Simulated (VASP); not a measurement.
# Al3GaN4 (P-43m) in VASP: a series of runs

Al3GaN4 is run at these levels: r2SCAN; tasks: relaxation of the atoms, single point.

Program: VASP 6.6.1. These are calculated values, not measurements. Logs are shortened: lines on timing, memory, paths and dates and some standing lists are left out, and cuts for length are marked.

### Step 1. The cell of the first run

It takes space group P-43m (No. 215, cubic). The conventional cell has a = 4.269 Å, b = 4.269 Å, c = 4.269 Å, α = 90.00°, β = 90.00°, γ = 90.00°. Within 2.4 Å of Al (site symmetry -42m) lie 4 N at 1.84 Å. Within 2.5 Å of Ga (site symmetry -43m) lie 4 N at 1.89 Å. Within 2.4 Å of N (site symmetry 3m) lie 3 Al at 1.84 Å and 1 Ga at 1.89 Å.

### Step 2. Relaxation of the atoms, r2SCAN (equal strain along all axes, cell held: -3.0 %)

The input, POSCAR:

```
Al3GaN4
1.0
    4.2692001729      0.0000000000      0.0000000000
    0.0000000000      4.2692001729      0.0000000000
    0.0000000000      0.0000000000      4.2692001729
Al Ga N
3 1 4
Direct
    0.5000000000      0.5000000000      0.0000000000
    0.5000000000      0.0000000000      0.5000000000
    0.0000000000      0.5000000000      0.5000000000
    0.0000000000      0.0000000000      0.0000000000
    0.7444581597      0.7444581597      0.2555418403
    0.7444581597      0.2555418403      0.7444581597
    0.2555418403      0.7444581597      0.7444581597
    0.2555418403      0.2555418403      0.2555418403
```

The input, INCAR.step1:

```
SYSTEM = Al3GaN4
ALGO = Normal
EDIFF = 1E-4
ENCUT = 520
GGA = PE
ISMEAR = 0
LASPH = .True.
LCHARG = .False.
LREAL = .False.
LWAVE = .True.
NELM = 100
PREC = Accurate
SIGMA = 0.02
```

The input, INCAR.step2:

```
SYSTEM = Al3GaN4
ALGO = Normal
EDIFF = 1E-6
EDIFFG = -0.008
ENCUT = 520
IBRION = 2
ISIF = 2
ISMEAR = 0
ISTART = 1
LASPH = .True.
LCHARG = .False.
LMIXTAU = .True.
LREAL = .False.
LWAVE = .False.
METAGGA = R2SCAN
NELM = 100
NSW = 60
PREC = Accurate
SIGMA = 0.02
```

The input, KPOINTS:

```
k-points
0
Gamma
  6 6 6
  0 0 0
```

Potentials or basis: VASP PAW PBE potentials, release 64 (Al, Ga_d, N).

Command:

```
cat potpaw_PBE.64/Al/POTCAR potpaw_PBE.64/Ga_d/POTCAR potpaw_PBE.64/N/POTCAR > POTCAR
cp INCAR.step1 INCAR
mpirun -np 1 vasp_std > vasp.out
cp INCAR.step2 INCAR
mpirun -np 1 vasp_std > vasp.out
```

OUTCAR:

```text
SYSTEM = Al3GaN4
   EDIFF = 1E-6
   EDIFFG = -0.008
   ENCUT = 520
   IBRION = 2
   ISIF = 2
   ISMEAR = 0
   ISTART = 1
   LASPH = .True.
   LREAL = .False.
   METAGGA = R2SCAN
   NELM = 100
   NSW = 60
   PREC = Accurate

 ion  position               nearest neighbor table
   1  0.500  0.500  0.000-   5 1.84   6 1.84   7 1.84   8 1.84   3 3.02   4 3.02   2 3.02   2 3.02
                             3 3.02   2 3.02   4 3.02   2 3.02   3 3.02   4 3.02   3 3.02   4 3.02
   2  0.500  0.000  0.500-   5 1.84   6 1.84   7 1.84   8 1.84   3 3.02   4 3.02   1 3.02   1 3.02
                             4 3.02   1 3.02   3 3.02   1 3.02   3 3.02   4 3.02   4 3.02   3 3.02
   3  0.000  0.500  0.500-   5 1.84   6 1.84   7 1.84   8 1.84   2 3.02   4 3.02   1 3.02   1 3.02
                             4 3.02   2 3.02   4 3.02   4 3.02   1 3.02   2 3.02   1 3.02   2 3.02
   4  0.000  0.000  0.000-   5 1.89   6 1.89   7 1.89   8 1.89   2 3.02   3 3.02   1 3.02   2 3.02
                             3 3.02   1 3.02   3 3.02   3 3.02   1 3.02   2 3.02   2 3.02   1 3.02
   5  0.744  0.744  0.256-   1 1.84   2 1.84   3 1.84   4 1.89
   6  0.744  0.256  0.744-   1 1.84   2 1.84   3 1.84   4 1.89
   7  0.256  0.744  0.744-   1 1.84   2 1.84   3 1.84   4 1.89
   8  0.256  0.256  0.256-   1 1.84   2 1.84   3 1.84   4 1.89

  LATTYP: Found a simple cubic cell.
 ALAT       =     4.2692001729

  Lattice vectors:

 A1 = (   4.2692001729,   0.0000000000,   0.0000000000)
 A2 = (   0.0000000000,   4.2692001729,   0.0000000000)
 A3 = (   0.0000000000,   0.0000000000,   4.2692001729)

Analysis of symmetry for initial positions (statically):
=====================================================================
 Subroutine PRICEL returns:
 Original cell was already a primitive cell.

 Routine SETGRP: Setting up the symmetry group for a
 simple cubic supercell.

 Subroutine GETGRP returns: Found 24 space group operations
 (whereof 24 operations were pure point group operations)
 out of a pool of 48 trial point group operations.

The static configuration has the point symmetry T_d .

Analysis of symmetry for dynamics (positions and initial velocities):
=====================================================================
 Subroutine PRICEL returns:
 Original cell was already a primitive cell.

 Routine SETGRP: Setting up the symmetry group for a
 simple cubic supercell.

 Subroutine GETGRP returns: Found 24 space group operations
 (whereof 24 operations were pure point group operations)
 out of a pool of 48 trial point group operations.

The dynamic configuration has the point symmetry T_d .

 Subroutine INISYM returns: Found 24 space group operations
 (whereof 24 operations are pure point group operations),
 and found     1 'primitive' translations

----------------------------------------------------------------------------------------

                                     Primitive cell

  volume of cell :      77.8107

  direct lattice vectors                    reciprocal lattice vectors
     4.269200173  0.000000000  0.000000000     0.234235913  0.000000000  0.000000000
     0.000000000  4.269200173  0.000000000     0.000000000  0.234235913  0.000000000
     0.000000000  0.000000000  4.269200173     0.000000000  0.000000000  0.234235913

  length of vectors
     4.269200173  4.269200173  4.269200173     0.234235913  0.234235913  0.234235913

  position of ions in fractional coordinates (direct lattice)
     0.500000000  0.500000000  0.000000000
     0.500000000  0.000000000  0.500000000
     0.000000000  0.500000000  0.500000000
     0.000000000  0.000000000  0.000000000
     0.744458160  0.744458160  0.255541840
     0.744458160  0.255541840  0.744458160
     0.255541840  0.744458160  0.744458160
     0.255541840  0.255541840  0.255541840

  ion indices of the primitive-cell ions
   primitive index   ion index
                 1           1
                 2           2
                 3           3
                 4           4
                 5           5
                 6           6
                 7           7
                 8           8

----------------------------------------------------------------------------------------

 KPOINTS: k-points

Automatic generation of k-mesh.
 Grid dimensions read from file:
 generate k-points for:    6    6    6

 Generating k-lattice:

  Cartesian coordinates                     Fractional coordinates (reciprocal lattice)
     0.039039319  0.000000000  0.000000000     0.166666667  0.000000000  0.000000000
     0.000000000  0.039039319  0.000000000     0.000000000  0.166666667  0.000000000
     0.000000000  0.000000000  0.039039319     0.000000000  0.000000000  0.166666667

  Length of vectors
     0.039039319  0.039039319  0.039039319

  Shift w.r.t. Gamma in fractional coordinates (k-lattice)
     0.000000000  0.000000000  0.000000000

 Subroutine IBZKPT returns following result:
 ===========================================

 Found     20 irreducible k-points:

 Following reciprocal coordinates:
            Coordinates               Weight
  0.000000  0.000000  0.000000      1.000000
  0.166667  0.000000  0.000000      6.000000
  0.333333  0.000000  0.000000      6.000000
  0.500000  0.000000  0.000000      3.000000
  0.166667  0.166667  0.000000     12.000000
  0.333333  0.166667  0.000000     24.000000
[... 12 lines left out ...]
  0.500000  0.500000  0.333333      6.000000
  0.500000  0.500000  0.500000      1.000000
   k-points           NKPTS =     20   k-points in BZ     NKDIM =     20   number of bands    NBANDS=     26
   number of dos      NEDOS =    301   number of ions     NIONS =      8
   total plane-waves  NPLWV =  32768
   dimension x,y,z NGX =    32 NGY =   32 NGZ =   32
   dimension x,y,z NGXF=    64 NGYF=   64 NGZF=   64
   ions per type =               3   1   4
   NGX,Y,Z   is equivalent  to a cutoff of  12.46, 12.46, 12.46 a.u.
   NGXF,Y,Z  is equivalent  to a cutoff of  24.92, 24.92, 24.92 a.u.
 SYSTEM =  Al3GaN4
   PREC   = accura    normal or accurate (medium, high low for compatibility)
   ISTART =      1    job   : 0-new  1-cont  2-samecut
   ICHARG =      0    charge: 1-file 2-atom 10-const
   ISPIN  =      1    spin polarized calculation?
   LNONCOLLINEAR =      F non collinear calculations
   LSORBIT =      F    spin-orbit coupling
   LASPH  =      T    aspherical Exc in radial PAW
   ENCUT  =  520.0 eV  38.22 Ry    6.18 a.u.   7.94  7.94  7.94*2*pi/ulx,y,z
   NELM   =    100;   NELMIN=  2; NELMDL=  0     # of ELM steps
   EDIFF  = 0.1E-05   stopping-criterion for ELM
   LREAL  =      F    real-space projection
   EDIFFG = -.8E-02   stopping-criterion for IOM
   NSW    =     60    number of steps for IOM
   IBRION =      2    ionic relax: 0-MD 1-quasi-New 2-CG
   NFREE  =      1    steps in history (QN), initial steepest desc. (CG)
   ISIF   =      2    stress and relaxation
   ISYM   =      2    0-nonsym 1-usesym 2-fastsym
   POTIM  = 0.5000    time-step for ionic-motion
   TEBEG  =    0.0;   TEEND  =   0.0 temperature during run
   PSTRESS=    0.0 pullay stress
   NELECT =      42.0000    total number of electrons
   NUPDOWN=      -1.0000    fix difference up-down
   EMIN   =  10.00;   EMAX   =-10.00  energy-range for DOS
   EFERMI =   0.00;   METHOD = LEGACY
   ISMEAR =     0;   SIGMA  =   0.02  broadening in eV -4-tet -1-fermi 0-gaus
   EFERMI_NEDOS =   21; number of points for ismear=-14 and -15
   IALGO  =     38    algorithm
   IMIX   =      4    mixing-type and parameters
     AMIX     =   0.40;   BMIX     =  1.00
     AMIX_MAG =   1.60;   BMIX_MAG =  1.00
  volume/ion in A,a.u.               =       9.73        65.64
  Fermi-wavevector in a.u.,A,eV,Ry     =   1.332942  2.518896 24.173956  1.776736
  Thomas-Fermi vector in A             =   2.461839
   LORBIT       =      0    0 simple, 1 ext, 2 COOP (PROOUT), +10 PAW based schemes
   METAGGA = R2SCAN    functional components
   LHFCALC =     F    Hartree Fock is set to
   AEXX    =    0.0000 exact exchange contribution
   IVDW    =     0    specifies the selected vdW correction
   LEPSILON=     F    determine dielectric tensor
   LRPA    =     F    only Hartree local field effects (RPA)
 conjugate gradient relaxation of ions
 non-spin polarized calculation
 Gauss-broadening in eV      SIGMA  =   0.02
  energy-cutoff  :      520.00
  volume of cell :       77.81
 maximum number of plane-waves:      2176
 NGX is ok and might be reduce to    32
   NGX = 15   NGY = 15   NGZ = 15

--------------------------------------- Ionic step        1  -------------------------------------------

 number of electron      42.0000003 magnetization

 Free energy of the ion-electron system (eV)
  ---------------------------------------------------
  ext. energy  EPLUGINS =         0.00000000
  ---------------------------------------------------
  free energy    TOTEN  =       -78.93573625 eV

  energy without entropy =      -78.93573625  energy(sigma->0) =      -78.93573625

------------------------ aborting loop because EDIFF is reached ----------------------------------------

  FORCE on cell =-STRESS in cart. coord.  units (eV):
  Direction    XX          YY          ZZ          XY          YZ          ZX
  --------------------------------------------------------------------------------------
  -------------------------------------------------------------------------------------
  Total       11.0681956     11.0681956     11.0681956     -0.0000000     -0.0000000     -0.0000000
  in kB      227.9018511    227.9018511    227.9018511     -0.0000000     -0.0000000     -0.0000000
  external PRESSURE =     227.9018511 kB  Pullay stress =       0.0000000 kB
[... 69 lines left out ...]
  energy  without entropy=      -78.9362810360  energy(sigma->0) =      -78.93628104

--------------------------------------- Ionic step        3  -------------------------------------------

 number of electron      42.0000005 magnetization

 Free energy of the ion-electron system (eV)
  ---------------------------------------------------
  ext. energy  EPLUGINS =         0.00000000
  ---------------------------------------------------
  free energy    TOTEN  =       -78.93656423 eV

  energy without entropy =      -78.93656423  energy(sigma->0) =      -78.93656423

 E-fermi :   6.5654     XC(G=0): -12.2106

 val. band max:        6.4061447120   @ k =   0.1667   0.1667   0.0000
 cond. band min:      10.4957413270   @ k =   0.0000   0.0000   0.0000
 fundamental gap:      4.0895966151
 Fermi energy:         6.5654235328

 k-point     1 :       0.0000    0.0000    0.0000
  band No.  band energies     occupation
      1     -10.1816      2.00000
      2      -7.8755      2.00000
      3      -7.8755      2.00000
      4      -7.8755      2.00000
      5      -6.4871      2.00000
      6      -6.4871      2.00000
[... 604 lines left out ...]
  FREE ENERGIE OF THE ION-ELECTRON SYSTEM (eV)
  ---------------------------------------------------
  free  energy   TOTEN  =       -78.9365642308 eV

  energy  without entropy=      -78.9365642308  energy(sigma->0) =      -78.93656423

 reached required accuracy - stopping structural energy minimisation
```

It took 3.5 min on 1 thread of Intel Xeon Platinum 8259CL at 2.50GHz (Skylake/Cascade Lake), shared host; peak memory 0.21 GiB.

What came out:

- Free energy: -78.9366 eV
- Energy gained by relaxing: 0.1 meV/atom
- Ionic steps: 3
- Pressure after relaxing: 22.8 GPa
- Band gap on the k mesh: 4.09 eV (least direct gap 4.10 eV)

Forces on the atoms (eV/Å):
```
Al   0.000  0.000  0.000
Al   0.000  0.000  0.000
Al   0.000  0.000  0.000
Ga   0.000  0.000  0.000
N   -0.001 -0.001  0.001
N   -0.001  0.001 -0.001
N    0.001 -0.001 -0.001
N    0.001  0.001  0.001
```

The path:
| step | energy change (eV) | largest force (eV/Å) | pressure (GPa) |
| --- | --- | --- | --- |
| 1 | 0.0000 | 0.1177 | 22.79 |
| 2 | -0.0005 | 0.0654 | 22.77 |
| 3 | -0.0008 | 0.0025 | 22.78 |

Final structure:
```
Al Ga N
1.0
     4.26920    0.00000    0.00000
     0.00000    4.26920    0.00000
     0.00000    0.00000    4.26920
Al Ga N
3 1 4
Direct
  0.50000 0.50000 0.00000
  0.50000 0.00000 0.50000
  0.00000 0.50000 0.50000
  0.00000 0.00000 0.00000
  0.74398 0.74398 0.25602
  0.74398 0.25602 0.74398
  0.25602 0.74398 0.74398
  0.25602 0.25602 0.25602
```

Caveat: the cell differs from its parent crystal (equal strain along all axes, cell held: -3.0 %); the PAW data sets were made with another functional, which shifts forces and pressure a little.

### Step 3. Single point, r2SCAN

This run uses another cell than the first one, of 9.82 Å³/atom.

The input, POSCAR:

```
Al3GaN4
1.0
    4.2822636633      0.0000000000      0.0000000000
    0.0000000000      4.2822636633      0.0000000000
    0.0000000000      0.0000000000      4.2822636633
Al Ga N
3 1 4
Direct
    0.5000000000      0.5000000000      0.0000000000
    0.5000000000      0.0000000000      0.5000000000
    0.0000000000      0.5000000000      0.5000000000
    0.0000000000      0.0000000000      0.0000000000
    0.7443357255      0.7443357255      0.2556642745
    0.7443357255      0.2556642745      0.7443357255
    0.2556642745      0.7443357255      0.7443357255
    0.2556642745      0.2556642745      0.2556642745
```

The input, INCAR.step1:

```
  PREC = Accurate
  ENCUT = 910
  ISMEAR = 0
  SIGMA = 0.02
  LREAL = False
  LASPH = True
  NELM = 120
  NBANDS = 31
  GGA = PE
  ALGO = Normal
  EDIFF = 1E-5
  LWAVE = True
  LCHARG = False
  GGA_COMPAT = False
```

The input, INCAR.step2:

```
  PREC = Accurate
  ENCUT = 910
  EDIFF = 1E-6
  ISMEAR = 0
  SIGMA = 0.02
  LREAL = False
  LASPH = True
  NELM = 120
  ALGO = Normal
  ISIF = 2
  LWAVE = False
  LCHARG = True
  METAGGA = R2SCAN
  LMIXTAU = True
  LELF = True
  LVHAR = True
  NBANDS = 31
  ISTART = 1
  GGA_COMPAT = False
```

The input, KPOINTS:

```
regular mesh
0
Gamma
  6 6 6
```

Potentials or basis: VASP PAW PBE potentials, release 64 (Al, Ga_d, N_h).

Command:

```
cat potpaw_PBE.64/Al/POTCAR potpaw_PBE.64/Ga_d/POTCAR potpaw_PBE.64/N_h/POTCAR > POTCAR
cp INCAR.step1 INCAR
mpirun -np 1 vasp_std > vasp.out
cp INCAR.step2 INCAR
mpirun -np 1 vasp_std > vasp.out
```

Wall time 6.3 min (1 thread of Intel Xeon Platinum 8259CL at 2.50GHz (Skylake/Cascade Lake), shared host); peak memory 0.35 GiB.

Results (log left out):

* Free energy: -79.0281 eV
* Pressure: 19.9 GPa
* Largest force: 0.083 eV/Å
* Band gap on the k mesh: 4.08 eV

Forces on the atoms (eV/Å):
```
Al   0.000  0.000  0.000
Al   0.000  0.000  0.000
Al   0.000  0.000  0.000
Ga   0.000  0.000  0.000
N   -0.048 -0.048  0.048
N   -0.048  0.048 -0.048
N    0.048 -0.048 -0.048
N    0.048  0.048  0.048
```

Levels at points of the mesh, in eV from the valence-band top:
| k point | band 19 | band 20 | band 21 | band 22 | band 23 | band 24 |
| --- | --- | --- | --- | --- | --- | --- |
| (0.00, 0.00, 0.00) | 0.00 | 0.00 | 0.00 | 4.08 | 4.08 | 4.08 |
| (0.50, 0.00, 0.00) | -1.35 | -0.99 | -0.99 | 6.69 | 6.76 | 7.00 |
| (0.50, 0.50, 0.00) | -0.59 | -0.55 | -0.55 | 8.66 | 8.66 | 8.74 |
| (0.50, 0.50, 0.50) | -0.35 | -0.35 | -0.35 | 6.95 | 8.54 | 8.54 |

Caveat: the cutoff is under 1.25 times the usual one of these potentials, so pressure, stress and relaxed cells hold a basis-set (Pulay) error; the cell stands under pressure; the PAW data sets were made with another functional, which shifts forces and pressure a little.

(Part 1 of 3 ends here.)
